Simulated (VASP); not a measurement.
# CO2 (I-42d) in VASP: notebook

CO2 is run at these levels: PBE; tasks: single point, relaxation of shape and atoms at fixed volume.

Program: VASP 6.6.1. These are calculated values, not measurements. Logs are shortened: lines on timing, memory, paths and dates and some standing lists are left out, and cuts for length are marked.

## 1. The cell of the first run

The structure is tetragonal, space group I-42d (No. 122). The conventional cell has a = 3.931 Å, b = 3.931 Å, c = 5.965 Å, α = 90.00°, β = 90.00°, γ = 90.00°. Within 1.9 Å of C (site symmetry -4) lie 4 O at 1.40 Å. O (site symmetry 2) has 2 C at 1.40 Å within 1.9 Å.

## 2. Single point, PBE (7.68 Å³/atom)

File INCAR:

```
SYSTEM = CO2
PREC     = Accurate       ! precision mode
ENCUT    = 910            ! plane-wave cutoff, eV
EDIFF    = 1E-6           ! SCF threshold, eV
ISMEAR   = 0              ! smearing method
SIGMA    = 0.05           ! smearing width, eV
LREAL    = .FALSE.        ! projectors in reciprocal space
LASPH    = .TRUE.         ! aspherical terms in the spheres
NELM     = 120            ! most SCF steps
ALGO     = Normal         ! electronic algorithm
ISIF     = 2              ! what is computed and relaxed
LWAVE    = .FALSE.        ! write WAVECAR
LCHARG   = .FALSE.        ! write CHGCAR
GGA      = PE             ! functional
NBANDS   = 25             ! bands
GGA_COMPAT= .FALSE.
```

File KPOINTS:

```
regular mesh
0
G
  10 10 10
  0 0 0
```

File POSCAR:

```
CO2
1.0
   -1.9653609815      1.9653609815      2.9826310365
    1.9653609815     -1.9653609815      2.9826310365
    1.9653609815      1.9653609815     -2.9826310365
C O
2 4
Direct
    0.0000000000      0.0000000000      0.0000000000
    0.7500000000      0.2500000000      0.5000000000
    0.3750000000      0.2926330172      0.4176330172
    0.7073669828      0.1250000000      0.0823669828
    0.8750000000      0.9573669828      0.5823669828
    0.0426330172      0.6250000000      0.9176330172
```

Potentials or basis: VASP PAW PBE potentials, release 64 (C_h, O_h).

Run with:

```sh
$ cat potpaw_PBE.64/C_h/POTCAR potpaw_PBE.64/O_h/POTCAR > POTCAR
$ mpirun -np 1 vasp_std > vasp.out
```

OUTCAR:

```text
SYSTEM = CO2
   PREC = Accurate
   ENCUT = 910
   EDIFF = 1E-6
   ISMEAR = 0
   LREAL = .FALSE.
   LASPH = .TRUE.
   NELM = 120
   ISIF = 2
   GGA = PE

 ion  position               nearest neighbor table
   1  0.000  0.000  0.000-   6 1.40   5 1.40   3 1.40   4 1.40
   2  0.750  0.250  0.500-   4 1.40   6 1.40   5 1.40   3 1.40
   3  0.375  0.293  0.418-   2 1.40   1 1.40
   4  0.707  0.125  0.082-   2 1.40   1 1.40
   5  0.875  0.957  0.582-   1 1.40   2 1.40
   6  0.043  0.625  0.918-   2 1.40   1 1.40

  LATTYP: Found a body centered tetragonal cell.
 ALAT       =     3.9307219630
 C/A-ratio  =     1.5175995985

  Lattice vectors:

 A1 = (  -1.9653609815,   1.9653609815,   2.9826310365)
 A2 = (   1.9653609815,  -1.9653609815,   2.9826310365)
 A3 = (   1.9653609815,   1.9653609815,  -2.9826310365)

Analysis of symmetry for initial positions (statically):
=====================================================================
 Subroutine PRICEL returns:
 Original cell was already a primitive cell.

 Routine SETGRP: Setting up the symmetry group for a
 body centered tetragonal supercell.

 Subroutine GETGRP returns: Found  8 space group operations
 (whereof  4 operations were pure point group operations)
 out of a pool of 16 trial point group operations.

The static configuration has the point symmetry S_4 .
 The point group associated with its full space group is D_2d.

Analysis of symmetry for dynamics (positions and initial velocities):
=====================================================================
 Subroutine PRICEL returns:
 Original cell was already a primitive cell.

 Routine SETGRP: Setting up the symmetry group for a
 body centered tetragonal supercell.

 Subroutine GETGRP returns: Found  8 space group operations
 (whereof  4 operations were pure point group operations)
 out of a pool of 16 trial point group operations.

The dynamic configuration has the point symmetry S_4 .
 The point group associated with its full space group is D_2d.

 Subroutine INISYM returns: Found  8 space group operations
 (whereof  4 operations are pure point group operations),
 and found     1 'primitive' translations

----------------------------------------------------------------------------------------

                                     Primitive cell

  volume of cell :      46.0834
[... 97 lines left out ...]
   EDIFF  = 0.1E-05   stopping-criterion for ELM
   LREAL  =      F    real-space projection
   EDIFFG = 0.1E-04   stopping-criterion for IOM
   NSW    =      0    number of steps for IOM
   IBRION =     -1    ionic relax: 0-MD 1-quasi-New 2-CG
   NFREE  =      0    steps in history (QN), initial steepest desc. (CG)
   ISIF   =      2    stress and relaxation
   ISYM   =      2    0-nonsym 1-usesym 2-fastsym
   POTIM  = 0.5000    time-step for ionic-motion
   TEBEG  =    0.0;   TEEND  =   0.0 temperature during run
   PSTRESS=    0.0 pullay stress
   NELECT =      32.0000    total number of electrons
   NUPDOWN=      -1.0000    fix difference up-down
   EMIN   =  10.00;   EMAX   =-10.00  energy-range for DOS
   EFERMI =   0.00;   METHOD = LEGACY
   ISMEAR =     0;   SIGMA  =   0.05  broadening in eV -4-tet -1-fermi 0-gaus
   EFERMI_NEDOS =   21; number of points for ismear=-14 and -15
   IALGO  =     38    algorithm
   IMIX   =      4    mixing-type and parameters
     AMIX     =   0.40;   BMIX     =  1.00
     AMIX_MAG =   1.60;   BMIX_MAG =  1.00
  volume/ion in A,a.u.               =       7.68        51.83
  Fermi-wavevector in a.u.,A,eV,Ry     =   1.449695  2.739527 28.594232  2.101617
  Thomas-Fermi vector in A             =   2.567393
   LORBIT       =      0    0 simple, 1 ext, 2 COOP (PROOUT), +10 PAW based schemes
   GGA     = PE    functional components
   LHFCALC =     F    Hartree Fock is set to
   AEXX    =    0.0000 exact exchange contribution
   IVDW    =     0    specifies the selected vdW correction
   LEPSILON=     F    determine dielectric tensor
   LRPA    =     F    only Hartree local field effects (RPA)
 non-spin polarized calculation
 Gauss-broadening in eV      SIGMA  =   0.05
  energy-cutoff  :      910.00
  volume of cell :       46.08
 maximum number of plane-waves:      2946
   NGX = 21   NGY = 21   NGZ = 21

 number of electron      31.9999998 magnetization

 Free energy of the ion-electron system (eV)
  ---------------------------------------------------
  ext. energy  EPLUGINS =         0.00000000
  ---------------------------------------------------
  free energy    TOTEN  =       -43.68594083 eV

  energy without entropy =      -43.68594083  energy(sigma->0) =      -43.68594083

 E-fermi :   3.6235     XC(G=0): -11.2213

 val. band max:        3.2910582872   @ k =   0.5000  -0.0000   0.0000
 cond. band min:      11.0200916327   @ k =   0.0000   0.0000   0.0000
 fundamental gap:      7.7290333454
 Fermi energy:         3.6234738629

 k-point     1 :       0.0000    0.0000    0.0000
  band No.  band energies     occupation
      1     -20.7550      2.00000
      2     -15.6358      2.00000
      3     -15.6358      2.00000
      4     -14.9421      2.00000
      5     -11.2313      2.00000
      6      -6.3576      2.00000
[... 661 lines left out ...]
     24      17.9983      0.00000
     25      18.6246      0.00000

 [... further k-points ...]

------------------------ aborting loop because EDIFF is reached ----------------------------------------

  FORCE on cell =-STRESS in cart. coord.  units (eV):
  Direction    XX          YY          ZZ          XY          YZ          ZX
  --------------------------------------------------------------------------------------
  -------------------------------------------------------------------------------------
  Total        0.6776842      0.6776842      0.6762672      0.0000000     -0.0000000      0.0000000
  in kB       23.5610037     23.5610037     23.5117369      0.0000000     -0.0000000      0.0000000
  external PRESSURE =      23.5445815 kB  Pullay stress =       0.0000000 kB

 VOLUME and BASIS-vectors are now :
 -----------------------------------------------------------------------------
  energy-cutoff  :      910.00
  volume of cell :       46.08
      direct lattice vectors                 reciprocal lattice vectors
    -1.965360981  1.965360981  2.982631036     0.000000000  0.254406190  0.167637228
     1.965360981 -1.965360981  2.982631036     0.254406190  0.000000000  0.167637228
     1.965360981  1.965360981 -2.982631036     0.254406190  0.254406190  0.000000000

 POSITION                                       TOTAL-FORCE (eV/Angst)
 -----------------------------------------------------------------------------------
      0.00000      0.00000      0.00000        -0.000000      0.000000     -0.000000
      0.00000      1.96536      1.49132        -0.000000      0.000000      0.000000
      0.65892      0.98268      0.74566         0.012575      0.000000      0.000000
     -0.98268      1.30644      2.23697        -0.000000     -0.012575     -0.000000
      1.30644      0.98268      3.72829        -0.012575      0.000000     -0.000000
      2.94804      0.65892     -0.74566        -0.000000      0.012575      0.000000
 -----------------------------------------------------------------------------------
    total drift:                                0.000001      0.000001      0.000001

  FREE ENERGIE OF THE ION-ELECTRON SYSTEM (eV)
  ---------------------------------------------------
  free  energy   TOTEN  =       -43.6859408256 eV

  energy  without entropy=      -43.6859408256  energy(sigma->0) =      -43.68594083
```

OSZICAR:

```text
N       E                     dE             d eps       ncg     rms          rms(c)
DAV:   1     0.270137674020E+03    0.27014E+03   -0.25575E+04  5100   0.198E+03
DAV:   2    -0.257147450279E+02   -0.29585E+03   -0.27731E+03  7299   0.372E+02
DAV:   3    -0.462617512404E+02   -0.20547E+02   -0.20329E+02  6848   0.999E+01
DAV:   4    -0.465230190110E+02   -0.26127E+00   -0.26044E+00  6463   0.118E+01
DAV:   5    -0.465284372122E+02   -0.54182E-02   -0.54092E-02  6816   0.167E+00    0.127E+01
DAV:   6    -0.436842223190E+02    0.28442E+01   -0.58754E+00  6653   0.197E+01    0.489E+00
DAV:   7    -0.436866615409E+02   -0.24392E-02   -0.73106E-01  6601   0.615E+00    0.282E+00
DAV:   8    -0.436886044160E+02   -0.19429E-02   -0.66187E-02  6426   0.270E+00    0.485E-01
DAV:   9    -0.436857373513E+02    0.28671E-02   -0.12884E-02  6868   0.106E+00    0.181E-01
DAV:  10    -0.436859659407E+02   -0.22859E-03   -0.20139E-03  6756   0.366E-01    0.737E-02
DAV:  11    -0.436859351424E+02    0.30798E-04   -0.27250E-04  6683   0.143E-01    0.184E-02
DAV:  12    -0.436859406259E+02   -0.54835E-05   -0.32942E-05  6761   0.501E-02    0.410E-03
DAV:  13    -0.436859408256E+02   -0.19963E-06   -0.10457E-06  4914   0.955E-03
   1 F= -.43685941E+02 E0= -.43685941E+02  d E =-.790058E-23
```

Wall time 3.9 min (1 thread of Intel Xeon Platinum 8259CL at 2.50GHz (Skylake/Cascade Lake), shared host); peak memory 0.36 GiB.

Results:

* Free energy: -43.6859 eV
* Pressure: 2.4 GPa
* Largest force: 0.013 eV/Å
* Band gap on the k mesh: 7.73 eV (least direct gap 8.13 eV)

Forces in eV/Å, atoms in the order of the input:
```
C    0.000  0.000  0.000
C    0.000  0.000  0.000
O    0.013  0.000  0.000
O    0.000 -0.013  0.000
O   -0.013  0.000  0.000
O    0.000  0.013  0.000
```

Caveat: the cutoff is under 1.25 times the usual one of these potentials, so pressure, stress and relaxed cells hold a basis-set (Pulay) error. A k mesh can miss the band edges.

## 3. Relaxation of shape and atoms at fixed volume, PBE (8.15 Å³/atom)

This run uses another cell than the first one, of 8.15 Å³/atom.

File INCAR:

```
SYSTEM = CO2
  ALGO = Normal
  EDIFF = 1E-6
  EDIFFG = -0.01
  ENCUT = 600
  GGA = PE
  IBRION = 2
  ISIF = 4
  ISMEAR = 0
  LASPH = .True.
  LCHARG = .False.
  LREAL = .False.
  LWAVE = .False.
  NELM = 100
  NSW = 60
  PREC = Accurate
  SIGMA = 0.05
```

File KPOINTS:

```
k-points
0
Gamma
  10 10 10
  0 0 0
```

File POSCAR:

```
CO2
1.0
   -2.0131137160      2.0131137160      3.0168577995
    2.0131137160     -2.0131137160      3.0168577995
    2.0131137160      2.0131137160     -3.0168577995
C O
2 4
Direct
    0.0000000000      0.0000000000      0.0000000000
    0.7500000000      0.2500000000      0.5000000000
    0.3750000000      0.2859692735      0.4109692735
    0.7140307265      0.1250000000      0.0890307265
    0.8750000000      0.9640307265      0.5890307265
    0.0359692735      0.6250000000      0.9109692735
```

Potentials or basis: VASP PAW PBE potentials, release 64 (C, O).

Run with:

```sh
$ cat potpaw_PBE.64/C/POTCAR potpaw_PBE.64/O/POTCAR > POTCAR
$ mpirun -np 1 vasp_std > vasp.out
```

Run time: 1.9 min. Hardware: 1 thread of Intel Xeon 6975P-C (Granite Rapids), shared host; peak memory 0.26 GiB.

Results (log left out):

* Free energy: -43.4328 eV
* Energy gained by relaxing: 0.6 meV/atom
* Ionic steps: 5
* Pressure after relaxing: -4.9 GPa
* Band gap on the k mesh: 7.54 eV (least direct gap 7.93 eV)

The path:
```tsv
step	energy change (eV)	largest force (eV/Å)	pressure (GPa)	volume (Å³)
1	0.0000	0.1844	-6.46	48.90
2	-0.0032	0.0045	-5.02	48.90
3	-0.0032	0.0021	-5.05	48.90
4	-0.0033	0.0010	-4.99	48.90
5	-0.0035	0.0007	-4.90	48.90
```

Final structure:
```
C O
1.0
    -2.01586    2.01586    3.00866
     2.01586   -2.01586    3.00866
     2.01586    2.01586   -3.00866
C O
2 4
Direct
  0.00000 0.00000 0.00000
  0.75000 0.25000 0.50000
  0.37500 0.28353 0.40853
  0.71647 0.12500 0.09147
  0.87500 0.96647 0.59147
  0.03353 0.62500 0.90853
```

Levels at points of the mesh, in eV from the valence-band top:
```tsv
k point	band 12	band 13	band 14	band 15	band 16	band 17	band 18	band 19	band 20
(0.00, 0.00, 0.00)	-1.06	-1.06	-0.93	-0.93	-0.49	7.54	8.66	8.90	8.90
(0.50, 0.00, 0.00)	-2.13	-1.65	-1.30	-0.42	-0.01	7.97	9.00	9.28	10.06
(0.50, 0.50, 0.00)	-2.62	-0.68	-0.68	-0.47	-0.47	8.50	8.50	9.64	9.64
(0.50, 0.50, 0.50)	-3.03	-2.79	-2.79	0.00	0.00	8.79	8.79	10.17	10.17
```

A k mesh can miss the band edges. Expect the measured gap to be larger: semilocal functionals such as PBE lack the derivative discontinuity.
